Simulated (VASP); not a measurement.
# Mo (P6/mmm) in VASP: a series of runs

Runs on Mo. Level: LDA. Tasks: single point.

All numbers are computed with VASP 6.6.1; they aren't measurements. Logs are shortened: lines on timing, memory, paths and dates and some standing lists are left out, and cuts for length are marked.

### 1 The cell of the first run

Symmetry: P6/mmm, No. 191, hexagonal system. Conventional cell: a = 2.736 Å, b = 2.736 Å, c = 2.555 Å, α = 90.00°, β = 90.00°, γ = 120.00°. Within 3.4 Å of Mo (site symmetry 6/mmm) lie 8 Mo at 2.56 to 2.74 Å.

### 2 Single point, LDA

INCAR reads:

```
SYSTEM = Mo
  ALGO = Normal
  EDIFF = 1E-6
  ENCUT = 500
  GGA_COMPAT = .FALSE.
  ISIF = 2
  ISMEAR = -1
  LASPH = .TRUE.
  LCHARG = .TRUE.
  LELF = .TRUE.
  LREAL = .FALSE.
  LVHAR = .TRUE.
  LWAVE = .FALSE.
  NBANDS = 13
  NELM = 120
  PREC = Accurate
  SIGMA = 0.15
```

KPOINTS reads:

```
k-points
0
G
  3 3 3
  0 0 0
```

POSCAR reads:

```
Mo
1.0
    2.7355100000      0.0000000000      0.0000000000
   -1.3677550000      2.3690210000      0.0000000000
    0.0000000000      0.0000000000      2.5551810000
Mo
1
Direct
    0.0000000000      0.0000000000      0.5000000000
```

Potentials or basis: VASP PAW LDA potentials, release 64 (Mo_sv).

Launch:

```sh
$ cat potpaw_LDA.64/Mo_sv/POTCAR > POTCAR
$ mpirun -np 1 vasp_std > vasp.out
```

OUTCAR:

```text
SYSTEM = Mo
   EDIFF = 1E-6
   ENCUT = 500
   ISIF = 2
   ISMEAR = -1
   LASPH = .TRUE.
   LREAL = .FALSE.
   NELM = 120
   PREC = Accurate

 ion  position               nearest neighbor table
   1  0.000  0.000  0.500-

  LATTYP: Found a hexagonal cell.
 ALAT       =     2.7355100000
 C/A-ratio  =     0.9340784717

  Lattice vectors:

 A1 = (   2.7355100000,   0.0000000000,   0.0000000000)
 A2 = (  -1.3677550000,   2.3690210000,   0.0000000000)
 A3 = (   0.0000000000,   0.0000000000,   2.5551810000)

Analysis of symmetry for initial positions (statically):
=====================================================================
 Subroutine PRICEL returns:
 Original cell was already a primitive cell.

 Routine SETGRP: Setting up the symmetry group for a
 hexagonal supercell.

 Subroutine GETGRP returns: Found 24 space group operations
 (whereof 24 operations were pure point group operations)
 out of a pool of 24 trial point group operations.

The static configuration has the point symmetry D_6h.

Analysis of symmetry for dynamics (positions and initial velocities):
=====================================================================
 Subroutine PRICEL returns:
 Original cell was already a primitive cell.

 Routine SETGRP: Setting up the symmetry group for a
 hexagonal supercell.

 Subroutine GETGRP returns: Found 24 space group operations
 (whereof 24 operations were pure point group operations)
 out of a pool of 24 trial point group operations.

The dynamic configuration has the point symmetry D_6h.

 Subroutine INISYM returns: Found 24 space group operations
 (whereof 24 operations are pure point group operations),
 and found     1 'primitive' translations

----------------------------------------------------------------------------------------

                                     Primitive cell

  volume of cell :      16.5588

  direct lattice vectors                    reciprocal lattice vectors
     2.735510000  0.000000000  0.000000000     0.365562546  0.211057648  0.000000000
    -1.367755000  2.369021000  0.000000000     0.000000000  0.422115296  0.000000000
     0.000000000  0.000000000  2.555181000     0.000000000  0.000000000  0.391361708

  length of vectors
     2.735510000  2.735509868  2.555181000     0.422115275  0.422115296  0.391361708

  position of ions in fractional coordinates (direct lattice)
     0.000000000  0.000000000  0.500000000

  ion indices of the primitive-cell ions
   primitive index   ion index
                 1           1

----------------------------------------------------------------------------------------

 KPOINTS: k-points

Automatic generation of k-mesh.
 Grid dimensions read from file:
 generate k-points for:    3    3    3

 Generating k-lattice:

  Cartesian coordinates                     Fractional coordinates (reciprocal lattice)
     0.121854182  0.070352549  0.000000000     0.333333333  0.000000000  0.000000000
     0.000000000  0.140705099  0.000000000     0.000000000  0.333333333  0.000000000
     0.000000000  0.000000000  0.130453903     0.000000000  0.000000000  0.333333333

  Length of vectors
     0.140705092  0.140705099  0.130453903

  Shift w.r.t. Gamma in fractional coordinates (k-lattice)
     0.000000000  0.000000000  0.000000000

 Subroutine IBZKPT returns following result:
 ===========================================

 Found      6 irreducible k-points:

 Following reciprocal coordinates:
            Coordinates               Weight
  0.000000  0.000000  0.000000      1.000000
  0.333333  0.000000  0.000000      6.000000
  0.333333  0.333333  0.000000      2.000000
  0.000000  0.000000  0.333333      2.000000
  0.333333  0.000000  0.333333     12.000000
  0.333333  0.333333  0.333333      4.000000
   k-points           NKPTS =      6   k-points in BZ     NKDIM =      6   number of bands    NBANDS=     13
   number of dos      NEDOS =    301   number of ions     NIONS =      1
   total plane-waves  NPLWV =   8000
   dimension x,y,z NGX =    20 NGY =   20 NGZ =   20
   dimension x,y,z NGXF=    40 NGYF=   40 NGZF=   40
   ions per type =               1
   NGX,Y,Z   is equivalent  to a cutoff of  12.15, 12.15, 13.01 a.u.
   NGXF,Y,Z  is equivalent  to a cutoff of  24.31, 24.31, 26.02 a.u.
 SYSTEM =  Mo
   PREC   = accura    normal or accurate (medium, high low for compatibility)
   ISTART =      0    job   : 0-new  1-cont  2-samecut
   ICHARG =      2    charge: 1-file 2-atom 10-const
   ISPIN  =      1    spin polarized calculation?
   LNONCOLLINEAR =      F non collinear calculations
   LSORBIT =      F    spin-orbit coupling
   LASPH  =      T    aspherical Exc in radial PAW
   ENCUT  =  500.0 eV  36.75 Ry    6.06 a.u.   4.99  4.99  4.66*2*pi/ulx,y,z
   NELM   =    120;   NELMIN=  2; NELMDL= -5     # of ELM steps
   EDIFF  = 0.1E-05   stopping-criterion for ELM
   LREAL  =      F    real-space projection
   EDIFFG = 0.1E-04   stopping-criterion for IOM
   NSW    =      0    number of steps for IOM
   IBRION =     -1    ionic relax: 0-MD 1-quasi-New 2-CG
   NFREE  =      0    steps in history (QN), initial steepest desc. (CG)
   ISIF   =      2    stress and relaxation
   ISYM   =      2    0-nonsym 1-usesym 2-fastsym
   POTIM  = 0.5000    time-step for ionic-motion
   TEBEG  =    0.0;   TEEND  =   0.0 temperature during run
   PSTRESS=    0.0 pullay stress
   NELECT =      14.0000    total number of electrons
   NUPDOWN=      -1.0000    fix difference up-down
   EMIN   =  10.00;   EMAX   =-10.00  energy-range for DOS
   EFERMI =   0.00;   METHOD = LEGACY
   ISMEAR =    -1;   SIGMA  =   0.15  broadening in eV -4-tet -1-fermi 0-gaus
   EFERMI_NEDOS =   21; number of points for ismear=-14 and -15
   IALGO  =     38    algorithm
   IMIX   =      4    mixing-type and parameters
     AMIX     =   0.40;   BMIX     =  1.00
     AMIX_MAG =   1.60;   BMIX_MAG =  1.00
  volume/ion in A,a.u.               =      16.56       111.74
  Fermi-wavevector in a.u.,A,eV,Ry     =   1.548013  2.925320 32.604234  2.396344
  Thomas-Fermi vector in A             =   2.653024
   LORBIT       =      0    0 simple, 1 ext, 2 COOP (PROOUT), +10 PAW based schemes
   GGA     = CA    functional components
   LHFCALC =     F    Hartree Fock is set to
   AEXX    =    0.0000 exact exchange contribution
   IVDW    =     0    specifies the selected vdW correction
   LEPSILON=     F    determine dielectric tensor
   LRPA    =     F    only Hartree local field effects (RPA)
 non-spin polarized calculation
  energy-cutoff  :      500.00
  volume of cell :       16.56
 maximum number of plane-waves:       435
 NGX is ok and might be reduce to    20
   NGX =  9   NGY =  9   NGZ =  9

 number of electron      14.0000002 magnetization

 Free energy of the ion-electron system (eV)
  ---------------------------------------------------
  ext. energy  EPLUGINS =         0.00000000
  ---------------------------------------------------
  free energy    TOTEN  =       -10.73789107 eV

  energy without entropy =      -10.60746144  energy(sigma->0) =      -10.67267626

 E-fermi :  11.7980     XC(G=0): -13.1990

 val. band max:       11.4437393775   @ k =   0.3333   0.3333   0.3333
 cond. band min:      11.8117047687   @ k =   0.3333   0.0000   0.3333
 fundamental gap:      0.3679653912
 Fermi energy:        11.7980064907

 k-point     1 :       0.0000    0.0000    0.0000
  band No.  band energies     occupation
      1     -49.3083      2.00000
      2     -22.9845      2.00000
      3     -22.6172      2.00000
      4     -22.6172      2.00000
      5       4.6551      2.00000
      6       6.8209      2.00000
      7      10.6587      1.99899
      8      10.6587      1.99899
      9      15.4141      0.00000
     10      15.4141      0.00000
     11      24.5990      0.00000
     12      27.1933      0.00000
     13      31.6552      0.00000

 k-point     2 :       0.3333    0.0000    0.0000
  band No.  band energies     occupation
      1     -49.1392      2.00000
      2     -23.6772      2.00000
      3     -22.8693      2.00000
      4     -22.8610      2.00000
      5       6.8127      2.00000
      6       7.5707      2.00000
      7      10.7448      1.99822
      8      12.9273      0.00107
      9      14.1416      0.00000
     10      14.9053      0.00000
     11      23.4869      0.00000
     12      26.8321      0.00000
     13      29.6889      0.00000

 k-point     3 :       0.3333    0.3333    0.0000
  band No.  band energies     occupation
      1     -49.0528      2.00000
      2     -23.5980      2.00000
      3     -23.5980      2.00000
      4     -22.8111      2.00000
      5       8.1237      2.00000
      6       9.5423      2.00000
      7       9.5423      2.00000
      8      13.1907      0.00019
      9      13.1907      0.00019
     10      19.8481      0.00000
     11      19.8710      0.00000
     12      19.8710      0.00000
     13      32.2229      0.00000

 k-point     4 :       0.0000    0.0000    0.3333
  band No.  band energies     occupation
      1     -49.1206      2.00000
      2     -24.3174      2.00000
      3     -22.4932      2.00000
      4     -22.4932      2.00000
      5       6.8720      2.00000
      6      10.4105      1.99981
      7      11.2665      1.94380
      8      11.2665      1.94380
      9      12.7387      0.00377
     10      12.7387      0.00377
     11      21.2736      0.00000
     12      26.5634      0.00000
     13      31.5866      0.00000

 k-point     5 :       0.3333    0.0000    0.3333
  band No.  band energies     occupation
      1     -48.9571      2.00000
      2     -24.1415      2.00000
      3     -23.4987      2.00000
      4     -22.7271      2.00000
      5       7.3023      2.00000
      6       8.3312      2.00000
      7      11.8117      0.95437
      8      12.5674      0.01177
      9      14.6177      0.00000
     10      14.6297      0.00000
     11      22.4759      0.00000
     12      27.4882      0.00000
     13      29.4110      0.00000

 k-point     6 :       0.3333    0.3333    0.3333
  band No.  band energies     occupation
      1     -48.8737      2.00000
      2     -24.0512      2.00000
      3     -23.4260      2.00000
      4     -23.4260      2.00000
      5       8.1689      2.00000
      6       8.1689      2.00000
      7      11.4437      1.82773
      8      11.4437      1.82773
      9      13.7055      0.00001
     10      20.9641      0.00000
     11      24.2837      0.00000
     12      24.2837      0.00000
     13      29.0388      0.00000

------------------------ aborting loop because EDIFF is reached ----------------------------------------

  FORCE on cell =-STRESS in cart. coord.  units (eV):
  Direction    XX          YY          ZZ          XY          YZ          ZX
  --------------------------------------------------------------------------------------
  -------------------------------------------------------------------------------------
  Total        0.8578539      0.8578538     -2.7175327      0.0000000      0.0000000     -0.0000000
  in kB       83.0032330     83.0032223   -262.9398839      0.0000000      0.0000000     -0.0000000
  external PRESSURE =     -32.3111429 kB  Pullay stress =       0.0000000 kB

 VOLUME and BASIS-vectors are now :
 -----------------------------------------------------------------------------
  energy-cutoff  :      500.00
  volume of cell :       16.56
      direct lattice vectors                 reciprocal lattice vectors
     2.735510000  0.000000000  0.000000000     0.365562546  0.211057648  0.000000000
    -1.367755000  2.369021000  0.000000000     0.000000000  0.422115296  0.000000000
     0.000000000  0.000000000  2.555181000     0.000000000  0.000000000  0.391361708

 POSITION                                       TOTAL-FORCE (eV/Angst)
 -----------------------------------------------------------------------------------
      0.00000      0.00000      1.27759        -0.000000      0.000000      0.000000
 -----------------------------------------------------------------------------------
    total drift:                                0.000000      0.000000     -0.000000

  FREE ENERGIE OF THE ION-ELECTRON SYSTEM (eV)
  ---------------------------------------------------
  free  energy   TOTEN  =       -10.7378910748 eV

  energy  without entropy=      -10.6074614417  energy(sigma->0) =      -10.67267626
```

Run time: 1.6 s. Hardware: 1 thread of Intel Xeon Platinum 8488C (Sapphire Rapids), shared host; peak memory 0.11 GiB.

What came out:

```yaml
Free_energy: -10.7379 eV
Pressure: -3.2 GPa
Band_gap_on_the_k_mesh: zero (band 7 reaches 11.81 eV, above the bottom of band 8 at 10.66 eV)
```

Caveat: the k points lie up to 0.88 Å⁻¹ apart.

(Continued in part 2 of 2.)
